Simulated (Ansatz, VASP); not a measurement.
## As in VASP and in Ansatz

The input INCAR:

```
PREC = Accurate
ENCUT = 520
EDIFF = 1E-6
ISMEAR = 0
SIGMA = 0.15
LREAL = False
LASPH = True
NELM = 100
ALGO = Normal
ISIF = 2
LWAVE = False
LCHARG = True
GGA = PS
LELF = True
LVHAR = True
NBANDS = 8
```

KPOINTS

```
regular mesh
0
Gamma
  18 18 18
```

File POSCAR:

```
As
1.0
    2.7036817444      0.0000000000      0.0000000000
    0.0000000000      2.7036817444      0.0000000000
    0.0000000000      0.0000000000      2.7036817444
As
1
Direct
    0.5000000000      0.5000000000      0.5000000000
```

Input for Ansatz:

```yaml
crystal:
  lattice:
    - [2.7036817444, 0.0, 0.0]
    - [0.0, 2.7036817444, 0.0]
    - [0.0, 0.0, 2.7036817444]
  atoms:
    - { symbol: As, position: [0.5, 0.5, 0.5] }
basis:
  ecutwfc: 420
kpoints:
  mp_grid: { grid: [18, 18, 18] }
hamiltonian:
  xc: pbesol
scf:
  occupations: { method: gaussian, width: 0.15 }
output:
  forces: true
  stress: true
  eigenvalues: true
```

Alike in both runs: task single point; functional PBEsol; k mesh 18 × 18 × 18; occupations gaussian, width 0.15 eV; no spin polarisation.

|  | VASP | Ansatz |
| --- | --- | --- |
| version | VASP 6.6.1 | Ansatz 0.2.0 |
| potentials or method | VASP PAW PBE potentials, release 64 (As), cutoff 520 eV | scalar-relativistic, plane waves, PAW |
| valence electrons in the cell | 5 | 15 |

Ansatz gave:

| Item | Value |
| --- | --- |
| gap on the k mesh at the Fermi level (eV) | none |
| pressure (GPa) | -1.1 |

Q: Which values does VASP return?

A: gap on the k mesh at the Fermi level (eV): none; pressure (GPa): -0.8.

VASP's potentials were made for PBE, not for PBEsol. A gap of «none» marks a metal or a gap that the smearing closes. VASP's potentials hold 5 valence electrons a cell and Ansatz's 15, so a difference there can come from the potentials and not from the codes.
